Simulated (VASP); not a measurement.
Runs of VASP 6.6.1 on MgCd3Se4. The structure is that of space group P-43m (No. 215), or close to it. The cells are those of the table. 

| cell | k mesh | smearing | gap on the mesh (eV) | pressure (GPa) | largest force (eV/Å) |
| --- | --- | --- | --- | --- | --- |
| a = 6.145 Å, 8 atoms | 6 × 6 × 6 | gaussian 0.01 eV | (a) | 0.2 | 0.03 |
| a = 6.143 Å, 8 atoms | 6 × 6 × 6 | gaussian 0.02 eV | 0.99 | 0.2 | 0.03 |
| a = 6.143 Å, 8 atoms | 4 × 4 × 4 | gaussian 0.1 eV | 0.99 | 0.2 | 0.03 |
| a = 6.143 Å, 8 atoms | 2 × 2 × 2 | gaussian 0.1 eV | (b) | 0.3 | 0.04 |
| a = 6.151, b = 6.142, c = 6.158 Å, angles 90.0°, 8 atoms | 2 × 2 × 2 | gaussian 0.1 eV | 0.96 | 0.2 | 0.03 |

Alike in all rows: task single point; level PBE; potentials or basis VASP PAW PBE potentials, release 64 (Mg, Cd, Se); no spin polarisation; cutoff (eV) 520.

**Question.** Estimate the missing entries.

**Answer.** (a) 0.98; (b) 0.97.

Caveats: some runs use coarse meshes.

A k mesh can miss the band edges, and the runs leave out spin-orbit coupling on Cd, Se.
